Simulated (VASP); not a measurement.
A run of VASP 6.6.1 is set up as follows.

The input INCAR:

```
PREC     = Accurate       # precision mode
ENCUT    = 520            # plane-wave cutoff, eV
EDIFF    = 1E-6           # SCF threshold, eV
ISMEAR   = 0              # smearing method
SIGMA    = 0.15           # smearing width, eV
LREAL    = False          # projectors in reciprocal space
LASPH    = True           # aspherical terms in the spheres
NELM     = 100            # most SCF steps
ALGO     = Fast           # electronic algorithm
ISIF     = 2              # what is computed and relaxed
LWAVE    = False          # write WAVECAR
LCHARG   = True           # write CHGCAR
GGA      = PE             # functional
LELF     = True           # ELF
LVHAR    = True         
NBANDS   = 13             # bands
```

File KPOINTS:

```
Automatic mesh
0
Gamma
  16 16 16
```

POSCAR

```
Pb
1.0
    0.0000000000      2.5932900000      2.3463100000
    2.5932900000      0.0000000000      2.3463100000
    2.5932900000      2.5932900000      0.0000000000
Pb
1
Direct
    0.0000000000      0.0000000000      0.0000000000
```

Potentials or basis: VASP PAW PBE potentials, release 64 (Pb_d).

Launch:

```console
$ cat potpaw_PBE.64/Pb_d/POTCAR > POTCAR
$ mpirun -np 1 vasp_std > vasp.out
```

(1) Predict the pressure.

(2) What does it give for the band gap on the k mesh?

Answers

(1) 0.6 GPa.

(2) zero (bands 7 and 8 overlap by 8.73 eV).

Caveat: the cell differs from its parent crystal (strain +0.050 along x and y, -0.050 along z); spin-orbit coupling is left out, which moves the levels of the heavy elements.
